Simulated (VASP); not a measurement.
Bi: single point with r2SCAN

The system is Bi.

```
Bi
1.0
     3.23838    0.00000    0.00000
     0.00000    3.22164    0.00000
    -0.08045    0.00000    6.44389
Bi
2
Direct
  0.54425 0.00000 0.74958
  0.45575 0.00000 0.25042
```

```yaml
Program: VASP 6.6.1
Task: single point
Functional: r2SCAN
Potentials_or_basis: VASP PAW PBE potentials, release 64 (Bi_d)
Cutoff: 520 eV
k_mesh: 7 × 7 × 4
Occupations: methfessel-paxton, width 0.1 eV
Spin: non-collinear spin, zero start, spin-orbit coupling
Starting_moments: "[[0.0, 0.0, 0.0], [0.0, 0.0, 0.0]] μB"
Dipole_correction: no
Further_INCAR_settings: ALGO = Normal; EDIFF = 1e-07; NBANDS = 42
```

```
Pressure                                              : 1.9 GPa
Largest force                                         : 0.029 eV/Å
Net moment                                            : 0.00 μB per cell
Valence electrons inside the program's atomic spheres : Bi 12.77
```

Forces in eV/Å, atoms in the order of the input:
```
Bi  -0.007  0.000  0.028
Bi   0.007  0.000 -0.028
```

Stress tensor (GPa, compression positive):
```
1.66 0.00 0.09
0.00 2.54 0.00
0.09 0.00 1.36
```

Moments on the atoms (μB; x, y, z):
```
Bi  0.00 0.00 0.00
Bi  0.00 0.00 0.00
```

Run time: 33 min on 1 thread of Oxide Virtual Turin-like Processor, with other jobs on the host, peak memory 0.43 GiB.

Caveat: the PAW data sets were made with another functional, which shifts forces and pressure a little.
